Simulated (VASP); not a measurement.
Runs of VASP 6.6.1 on MoS2. It takes space group P-3m1 (No. 164, trigonal). Conventional cell: a = 3.227 Å, b = 3.227 Å, c = 6.312 Å, α = 90.00°, β = 90.00°, γ = 120.00°. Within 3.2 Å of Mo (site symmetry -3m) lie 6 S at 2.42 Å. Within 3.2 Å of S (site symmetry 3m) lie 3 Mo at 2.42 Å. 

| smearing | gap on the mesh (eV) | pressure (GPa) | largest force (eV/Å) |
| --- | --- | --- | --- |
| methfessel-paxton 0.25 eV | none | -1.0 | 0.05 |
| methfessel-paxton 0.05 eV | none | -1.0 | 0.06 |
| methfessel-paxton 0.1 eV | none | -1.0 | 0.05 |
| methfessel-paxton 0.025 eV | none | -1.0 | (a) |
| methfessel-paxton 0.15 eV | none | -1.0 | 0.05 |

Alike in all rows: task single point; level r2SCAN+D4; potentials or basis VASP PAW PBE potentials, release 64 (Mo_sv, S); no spin polarisation; cell as given; k mesh 11 × 11 × 5; cutoff (eV) 520.

Problem. Fill in the values left out.

Solution. (a) 0.07.

Caveats: the PAW data sets were made with another functional, which shifts forces and pressure a little.

A k mesh can miss the band edges, and the runs leave out spin-orbit coupling on Mo.

A gap of «none» marks levels without a gap at the run's occupations.
